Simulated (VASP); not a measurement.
# Ti4HC6 in VASP: single point with r2SCAN

Aim: the single point of Ti4HC6 with r2SCAN.

Everything below comes from runs of VASP 6.6.1. Logs are shortened: lines on timing, memory, paths and dates and some standing lists are left out, and cuts for length are marked.

## 1. The cell of the first run

The cell holds a slab with vacuum, 11 atoms: a = 3.060 Å, b = 3.060 Å, c = 30.095 Å, α = 90.00°, β = 90.00°, γ = 120.00°.

## 2. Single point, r2SCAN

File POSCAR:

```
Ti4HC6
1.0
    3.0603581490      0.0000000000      0.0000000000
   -1.5301790745      2.6503479017      0.0000000000
    0.0000000000      0.0000000000     30.0950878602
C Ti H
6 4 1
Direct
    0.3333333333      0.6666666667      0.2824381187
    0.0000000000      0.0000000000      0.3654673485
    0.6666666667      0.3333333333      0.4482670300
    0.3333333333      0.6666666667      0.5327766324
    0.0000000000      0.0000000000      0.6247107415
    0.3333333333      0.6666666667      0.6413808904
    0.6666666667      0.3333333333      0.3239527337
    0.3333333333      0.6666666667      0.4069819635
    0.0000000000      0.0000000000      0.4886051604
    0.6666666667      0.3333333333      0.5688483520
    0.3333333333      0.6666666667      0.6777753431
```

File INCAR.step1:

```
ALGO = Normal
DIPOL = 0.5 0.5 0.487
EDIFF = 1E-4
ENCUT = 520
GGA = PE
IDIPOL = 3
ISMEAR = 0
LASPH = True
LCHARG = False
LDIPOL = True
LREAL = False
LWAVE = True
NBANDS = 48
NELM = 80
PREC = Accurate
SIGMA = 0.1
```

File INCAR.step2:

```
ALGO = Normal
DIPOL = 0.5 0.5 0.487
EDIFF = 1E-6
ENCUT = 520
IDIPOL = 3
ISIF = 2
ISMEAR = 0
ISTART = 1
LASPH = True
LCHARG = False
LDIPOL = True
LMIXTAU = True
LREAL = False
LWAVE = False
METAGGA = R2SCAN
NBANDS = 48
NELM = 80
PREC = Accurate
SIGMA = 0.1
```

File KPOINTS:

```
k-points
0
Gamma
  12 12 1
```

Potentials or basis: VASP PAW PBE potentials, release 64 (C, Ti_sv, H).

Launch:

```sh
cat potpaw_PBE.64/C/POTCAR potpaw_PBE.64/Ti_sv/POTCAR potpaw_PBE.64/H/POTCAR > POTCAR
cp INCAR.step1 INCAR
mpirun -np 1 vasp_std > vasp.out
cp INCAR.step2 INCAR
mpirun -np 1 vasp_std > vasp.out
```

OUTCAR:

```text
EDIFF = 1E-6
   ENCUT = 520
   ISIF = 2
   ISMEAR = 0
   ISTART = 1
   LASPH = True
   LREAL = False
   METAGGA = R2SCAN
   NELM = 80
   PREC = Accurate

 ion  position               nearest neighbor table
   1  0.333  0.667  0.282-   7 2.16   7 2.16   7 2.16
   2  0.000  0.000  0.365-   7 2.16   7 2.16   7 2.16   8 2.16   8 2.16   8 2.16
   3  0.667  0.333  0.448-   9 2.14   9 2.14   9 2.14   8 2.16   8 2.16   8 2.16
   4  0.333  0.667  0.533-  10 2.07  10 2.07  10 2.07   9 2.21   9 2.21   9 2.21
   5  0.000  0.000  0.625-   6 1.84   6 1.84   6 1.84  10 2.44  10 2.44  10 2.44
   6  0.333  0.667  0.641-  11 1.10   5 1.84   5 1.84   5 1.84
   7  0.667  0.333  0.324-   2 2.16   2 2.16   2 2.16   1 2.16   1 2.16   1 2.16
   8  0.333  0.667  0.407-   3 2.16   3 2.16   3 2.16   2 2.16   2 2.16   2 2.16
   9  0.000  0.000  0.489-   3 2.14   3 2.14   3 2.14   4 2.21   4 2.21   4 2.21
  10  0.667  0.333  0.569-   4 2.07   4 2.07   4 2.07   5 2.44   5 2.44   5 2.44
  11  0.333  0.667  0.678-   6 1.10

  LATTYP: Found a hexagonal cell.
 ALAT       =     3.0603581490
 C/A-ratio  =     9.8338450583

  Lattice vectors:

 A1 = (   3.0603581490,   0.0000000000,   0.0000000000)
 A2 = (  -1.5301790745,   2.6503479017,   0.0000000000)
 A3 = (   0.0000000000,   0.0000000000,  30.0950878602)

Analysis of symmetry for initial positions (statically):
=====================================================================
 Subroutine PRICEL returns:
 Original cell was already a primitive cell.

 Routine SETGRP: Setting up the symmetry group for a
 hexagonal supercell.

 Subroutine GETGRP returns: Found  6 space group operations
 (whereof  6 operations were pure point group operations)
 out of a pool of 24 trial point group operations.

The static configuration has the point symmetry C_3v.

Analysis of symmetry for dynamics (positions and initial velocities):
=====================================================================
 Subroutine PRICEL returns:
 Original cell was already a primitive cell.

 Routine SETGRP: Setting up the symmetry group for a
 hexagonal supercell.

 Subroutine GETGRP returns: Found  6 space group operations
 (whereof  6 operations were pure point group operations)
 out of a pool of 24 trial point group operations.

The dynamic configuration has the point symmetry C_3v.

 Subroutine INISYM returns: Found  6 space group operations
 (whereof  6 operations are pure point group operations),
 and found     1 'primitive' translations

----------------------------------------------------------------------------------------

                                     Primitive cell

  volume of cell :     244.1017

  direct lattice vectors                    reciprocal lattice vectors
     3.060358149  0.000000000  0.000000000     0.326759141  0.188654478  0.000000000
    -1.530179074  2.650347902  0.000000000     0.000000000  0.377308956  0.000000000
     0.000000000  0.000000000 30.095087860     0.000000000  0.000000000  0.033228014

  length of vectors
     3.060358149  3.060358149 30.095087860     0.377308956  0.377308956  0.033228014

  position of ions in fractional coordinates (direct lattice)
     0.333333333  0.666666667  0.282438119
     0.000000000  0.000000000  0.365467348
     0.666666667  0.333333333  0.448267030
     0.333333333  0.666666667  0.532776632
     0.000000000  0.000000000  0.624710742
     0.333333333  0.666666667  0.641380890
     0.666666667  0.333333333  0.323952734
     0.333333333  0.666666667  0.406981964
     0.000000000  0.000000000  0.488605160
     0.666666667  0.333333333  0.568848352
     0.333333333  0.666666667  0.677775343

  ion indices of the primitive-cell ions
   primitive index   ion index
                 1           1
                 2           2
                 3           3
                 4           4
                 5           5
                 6           6
                 7           7
                 8           8
                 9           9
                10          10
                11          11

----------------------------------------------------------------------------------------

 KPOINTS: k-points

Automatic generation of k-mesh.
 Grid dimensions read from file:
 generate k-points for:   12   12    1

 Generating k-lattice:

  Cartesian coordinates                     Fractional coordinates (reciprocal lattice)
     0.027229928  0.015721207  0.000000000     0.083333333 -0.000000000  0.000000000
     0.000000000  0.031442413  0.000000000     0.000000000  0.083333333  0.000000000
     0.000000000  0.000000000  0.033228014     0.000000000  0.000000000  1.000000000

  Length of vectors
     0.031442413  0.031442413  0.033228014

  Shift w.r.t. Gamma in fractional coordinates (k-lattice)
     0.000000000  0.000000000  0.000000000

 Subroutine IBZKPT returns following result:
 ===========================================

 Found     19 irreducible k-points:

 Following reciprocal coordinates:
            Coordinates               Weight
  0.000000  0.000000  0.000000      1.000000
  0.083333 -0.000000  0.000000      6.000000
  0.166667 -0.000000  0.000000      6.000000
  0.250000 -0.000000  0.000000      6.000000
  0.333333 -0.000000  0.000000      6.000000
  0.416667 -0.000000  0.000000      6.000000
[... 11 lines left out ...]
  0.333333  0.250000  0.000000     12.000000
  0.333333  0.333333  0.000000      2.000000
   k-points           NKPTS =     19   k-points in BZ     NKDIM =     19   number of bands    NBANDS=     48
   number of dos      NEDOS =    301   number of ions     NIONS =     11
   total plane-waves  NPLWV = 129024
   dimension x,y,z NGX =    24 NGY =   24 NGZ =  224
   dimension x,y,z NGXF=    48 NGYF=   48 NGZF=  448
   ions per type =               6   4   1
   NGX,Y,Z   is equivalent  to a cutoff of  13.04, 13.04, 12.37 a.u.
   NGXF,Y,Z  is equivalent  to a cutoff of  26.07, 26.07, 24.75 a.u.
 SYSTEM =  unknown system
   PREC   = accura    normal or accurate (medium, high low for compatibility)
   ISTART =      1    job   : 0-new  1-cont  2-samecut
   ICHARG =      0    charge: 1-file 2-atom 10-const
   ISPIN  =      1    spin polarized calculation?
   LNONCOLLINEAR =      F non collinear calculations
   LSORBIT =      F    spin-orbit coupling
   LASPH  =      T    aspherical Exc in radial PAW
   ENCUT  =  520.0 eV  38.22 Ry    6.18 a.u.   5.69  5.69 55.96*2*pi/ulx,y,z
   NELM   =     80;   NELMIN=  2; NELMDL=  0     # of ELM steps
   EDIFF  = 0.1E-05   stopping-criterion for ELM
   LREAL  =      F    real-space projection
   EDIFFG = 0.1E-04   stopping-criterion for IOM
   NSW    =      0    number of steps for IOM
   IBRION =     -1    ionic relax: 0-MD 1-quasi-New 2-CG
   NFREE  =      0    steps in history (QN), initial steepest desc. (CG)
   ISIF   =      2    stress and relaxation
   ISYM   =      2    0-nonsym 1-usesym 2-fastsym
   POTIM  = 0.5000    time-step for ionic-motion
   TEBEG  =    0.0;   TEEND  =   0.0 temperature during run
   PSTRESS=    0.0 pullay stress
   NELECT =      73.0000    total number of electrons
   NUPDOWN=      -1.0000    fix difference up-down
   EMIN   =  10.00;   EMAX   =-10.00  energy-range for DOS
   EFERMI =   0.00;   METHOD = LEGACY
   ISMEAR =     0;   SIGMA  =   0.10  broadening in eV -4-tet -1-fermi 0-gaus
   EFERMI_NEDOS =   21; number of points for ismear=-14 and -15
   IALGO  =     38    algorithm
   IMIX   =      4    mixing-type and parameters
     AMIX     =   0.40;   BMIX     =  1.00
     AMIX_MAG =   1.60;   BMIX_MAG =  1.00
  volume/ion in A,a.u.               =      22.19       149.75
  Fermi-wavevector in a.u.,A,eV,Ry     =   1.094777  2.068828 16.307072  1.198536
  Thomas-Fermi vector in A             =   2.231088
   LORBIT       =      0    0 simple, 1 ext, 2 COOP (PROOUT), +10 PAW based schemes
   METAGGA = R2SCAN    functional components
   LHFCALC =     F    Hartree Fock is set to
   AEXX    =    0.0000 exact exchange contribution
   IVDW    =     0    specifies the selected vdW correction
   LEPSILON=     F    determine dielectric tensor
   LRPA    =     F    only Hartree local field effects (RPA)
 non-spin polarized calculation
 Gauss-broadening in eV      SIGMA  =   0.10
  energy-cutoff  :      520.00
  volume of cell :      244.10
 maximum number of plane-waves:      6608
 NGX is ok and might be reduce to    24
   NGX = 11   NGY = 11   NGZ =111

 number of electron      72.9999989 magnetization

 dipolmoment           0.000000      0.000000     -0.217633 electrons x Angstroem

 Free energy of the ion-electron system (eV)
  ---------------------------------------------------
  ext. energy  EPLUGINS =         0.00000000
  ---------------------------------------------------
  free energy    TOTEN  =      -114.83698690 eV

  energy without entropy =     -114.81292664  energy(sigma->0) =     -114.82495677

 E-fermi :   1.2413     XC(G=0):  -6.0011

 val. band max:        1.2060696784   @ k =   0.2500   0.2500   0.0000
 cond. band min:       1.2422834629   @ k =   0.2500   0.1667   0.0000
 fundamental gap:      0.0362137845
 Fermi energy:         1.2412796983

 k-point     1 :       0.0000    0.0000    0.0000
  band No.  band energies     occupation
      1     -58.7515      2.00000
      2     -58.0249      2.00000
      3     -57.8234      2.00000
      4     -57.3279      2.00000
      5     -34.1295      2.00000
      6     -33.7728      2.00000
[... 40 lines left out ...]
     47       3.6911      0.00000
     48       3.6912      0.00000

 k-point     2 :       0.0833   -0.0000    0.0000
  band No.  band energies     occupation
      1     -58.7482      2.00000
      2     -58.0215      2.00000
      3     -57.8201      2.00000
      4     -57.3245      2.00000
      5     -34.1236      2.00000
      6     -33.8000      2.00000
[... 40 lines left out ...]
     47       3.6889      0.00000
     48       3.8508      0.00000

 k-point     3 :       0.1667   -0.0000    0.0000
  band No.  band energies     occupation
      1     -58.7389      2.00000
      2     -58.0120      2.00000
      3     -57.8111      2.00000
      4     -57.3151      2.00000
      5     -34.1078      2.00000
      6     -33.8730      2.00000
[... 40 lines left out ...]
     47       4.0867      0.00000
     48       4.1204      0.00000

 k-point     4 :       0.2500   -0.0000    0.0000
  band No.  band energies     occupation
      1     -58.7262      2.00000
      2     -57.9990      2.00000
      3     -57.7988      2.00000
      4     -57.3024      2.00000
      5     -34.0875      2.00000
      6     -33.9699      2.00000
[... 703 lines left out ...]
     47       4.8521      0.00000
     48       4.8797      0.00000

 k-point    18 :       0.3333    0.2500    0.0000
  band No.  band energies     occupation
      1     -58.6961      2.00000
      2     -57.9682      2.00000
      3     -57.7694      2.00000
      4     -57.2721      2.00000
      5     -34.0967      2.00000
      6     -34.0312      2.00000
[... 40 lines left out ...]
     47       4.9099      0.00000
     48       5.0746      0.00000

 k-point    19 :       0.3333    0.3333    0.0000
  band No.  band energies     occupation
      1     -58.6944      2.00000
      2     -57.9665      2.00000
      3     -57.7678      2.00000
      4     -57.2704      2.00000
      5     -34.0615      2.00000
      6     -34.0301      2.00000
[... 40 lines left out ...]
     47       5.0363      0.00000
     48       5.2070      0.00000

------------------------ aborting loop because EDIFF is reached ----------------------------------------

 vacuum level on the upper side and lower side of the slab       (xc-potential included)        -2.410         2.366

  FORCE on cell =-STRESS in cart. coord.  units (eV):
  Direction    XX          YY          ZZ          XY          YZ          ZX
  --------------------------------------------------------------------------------------
  -------------------------------------------------------------------------------------
  Total      -10.8031847    -10.8031847     -0.9362798     -0.0000000      0.0000000      0.0000000
  in kB      -70.9074112    -70.9074112     -6.1453340     -0.0000000      0.0000000      0.0000000
  external PRESSURE =     -49.3200521 kB  Pullay stress =       0.0000000 kB

 VOLUME and BASIS-vectors are now :
 -----------------------------------------------------------------------------
  energy-cutoff  :      520.00
  volume of cell :      244.10
      direct lattice vectors                 reciprocal lattice vectors
     3.060358149  0.000000000  0.000000000     0.326759141  0.188654478  0.000000000
    -1.530179074  2.650347902  0.000000000     0.000000000  0.377308956  0.000000000
     0.000000000  0.000000000 30.095087860     0.000000000  0.000000000  0.033228014

 POSITION                                       TOTAL-FORCE (eV/Angst)
 -----------------------------------------------------------------------------------
     -0.00000      1.76690      8.50000         0.000000      0.000000      1.043016
      0.00000      0.00000     10.99877        -0.000000      0.000000     -0.431325
      1.53018      0.88345     13.49064         0.000000     -0.000000     -0.003611
     -0.00000      1.76690     16.03396        -0.000000      0.000000     -0.023346
      0.00000      0.00000     18.80072         0.000000     -0.000000      0.007684
     -0.00000      1.76690     19.30241        -0.000000      0.000000     -0.070412
      1.53018      0.88345      9.74939        -0.000000     -0.000000     -0.829403
     -0.00000      1.76690     12.24816        -0.000000      0.000000      0.148496
      0.00000      0.00000     14.70462         0.000000     -0.000000      0.011622
      1.53018      0.88345     17.11954         0.000000      0.000000      0.080969
     -0.00000      1.76690     20.39771        -0.000000      0.000000      0.066309
 -----------------------------------------------------------------------------------
    total drift:                               -0.000001      0.000000      0.000445

  FREE ENERGIE OF THE ION-ELECTRON SYSTEM (eV)
  ---------------------------------------------------
  free  energy   TOTEN  =      -114.8369868967 eV

  energy  without entropy=     -114.8129266409  energy(sigma->0) =     -114.82495677

 vacuum level on the upper side and lower side of the slab         3.280         8.140
```

Wall time 38 min (1 thread of Intel Xeon Platinum 8259CL at 2.50GHz (Skylake/Cascade Lake), shared host); peak memory 0.49 GiB.

Results:

- Free energy: -114.8370 eV
- Largest force: 1.043 eV/Å
- Band gap on the k mesh: zero (an odd number of electrons rules out a gap without spin polarisation)

Forces on the atoms (eV/Å):
```
C    0.000  0.000  1.043
C    0.000  0.000 -0.431
C    0.000  0.000 -0.004
C    0.000  0.000 -0.023
C    0.000  0.000  0.008
C    0.000  0.000 -0.070
Ti   0.000  0.000 -0.829
Ti   0.000  0.000  0.148
Ti   0.000  0.000  0.012
Ti   0.000  0.000  0.081
H    0.000  0.000  0.066
```

Levels at points of the mesh, in eV from the Fermi level:
| k point | band 34 | band 35 | band 36 | band 37 | band 38 | band 39 |
| --- | --- | --- | --- | --- | --- | --- |
| (0.00, 0.00, 0.00) | -1.27 | -0.22 | -0.05 | 0.33 | 0.33 | 0.54 |
| (0.50, 0.00, 0.00) | -2.07 | -1.49 | -1.40 | 0.03 | 0.28 | 0.53 |

Caveat: the PAW data sets were made with another functional, which shifts forces and pressure a little.
